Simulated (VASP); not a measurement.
Ti5C4 (a cell with a defect), 9 atoms in the cell. The cell holds a defect, 9 atoms: a = 4.333 Å, b = 4.333 Å, c = 4.333 Å, α = 90.00°, β = 90.00°, γ = 90.00°. 

```yaml
Program: VASP 6.6.1
Task: relaxation of the atoms
Functional: PBE
Potentials_or_basis: VASP PAW PBE potentials, release 64 (Ti_sv, C)
Cutoff: 520 eV
k_mesh: 6 × 6 × 6, shifted
Occupations: gaussian, width 0.1 eV
Spin: no spin polarisation
Dipole_correction: no
Further_INCAR_settings: ALGO = Normal; EDIFF = 1e-07; IBRION = 2; EDIFFG = -0.025; NSW = 65
```

Potentials or basis: VASP PAW PBE potentials, release 64 (Ti_sv, C).

Run with:

```bash
$ cat potpaw_PBE.64/Ti_sv/POTCAR potpaw_PBE.64/C/POTCAR > POTCAR
$ mpirun -np 1 vasp_std > vasp.out
```

Hardware: 1 thread of Intel(R) Xeon(R) Platinum 8488C (Sapphire Rapids) (shared host).

Question: Estimate the wall time of this run.

Answer: It took 2.6 min on 1 thread of Intel(R) Xeon(R) Platinum 8488C (Sapphire Rapids), on a shared host, peak memory 0.19 GiB. Counts: scf iterations 101, k points 10, ion steps 8.
